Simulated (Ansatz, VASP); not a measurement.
# Mg in VASP and in Ansatz

```xyz
1
Lattice="2.8972 0.0000 0.0000 0.0000 2.8972 0.0000 0.0000 0.0000 2.8972" Properties=species:S:1:pos:R:3 pbc="T T T"
Mg    0.0000    0.0000    0.0000
```

Change from the starting cell: volume scaled by 0.88, LAPW.

Alike in both runs: task single point; functional PBE; k mesh 13 × 13 × 13; occupations fermi-dirac, width 0.1 eV; no spin polarisation.

```csv
,VASP,Ansatz
version,VASP 6.6.1,Ansatz 0.2.0
potentials or method,"VASP PAW PBE potentials, release 64 (Mg), cutoff 520 eV","all-electron LAPW, scalar-relativistic"
```

Ansatz gave:

```
pressure (GPa) : 3.7
```

What did VASP give for the same quantities?

Pressure (GPa): 3.6.

Ansatz ran all-electron here, and VASP with PAW potentials.
